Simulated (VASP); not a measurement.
## GaP: single point with PBE

Crystal: GaP.

```
CELL_PARAMETERS angstrom
1.97288 1.13904 5.95088
-1.97288 1.13904 5.95088
0.00000 -2.27808 5.95088
ATOMIC_POSITIONS crystal
Ga 0.43190 0.43190 0.43190
Ga 0.56810 0.56810 0.56810
P 0.06384 0.06384 0.06384
P 0.93616 0.93616 0.93616
```

This cell differs from its parent crystal: strained and its atoms moved.

- Program: VASP 6.6.1
- Task: single point
- Functional: PBE
- Potentials or basis: VASP PAW PBE potentials, release 64 (Ga_d, P)
- Cutoff: 520 eV
- k mesh: 9 × 9 × 9
- Occupations: gaussian, width 0.02 eV
- Spin: no spin polarisation

```
Pressure               : 3.5 GPa
Largest force          : 1.249 eV/Å
Band gap on the k mesh : zero (band 18 reaches 5.49 eV, above the bottom of band 19 at 5.25 eV)
```

Forces on the atoms (eV/Å):
```
Ga   0.000  0.000  0.732
Ga   0.000  0.000 -0.732
P    0.000  0.000 -1.249
P    0.000  0.000  1.249
```

Stress tensor (GPa, compression positive):
```
1.37 0.00 0.00
0.00 1.37 0.00
0.00 0.00 7.68
```

Levels at points of the mesh, in eV from the Fermi level:
| k point | band 16 | band 17 | band 18 | band 19 | band 20 | band 21 |
| --- | --- | --- | --- | --- | --- | --- |
| (0.00, 0.00, 0.00) | -0.89 | -0.89 | -0.35 | 0.65 | 1.26 | 2.59 |

Run time: 4.2 min on 1 thread of Intel(R) Xeon(R) Platinum 8375C CPU @ 2.90GHz (Ice Lake) (shared host), peak memory 0.39 GiB.

Caveat: the cell differs from its parent crystal (strained and its atoms moved); forces of over 1 eV/Å act on the atoms, so gaps and moduli don't describe the material at rest.
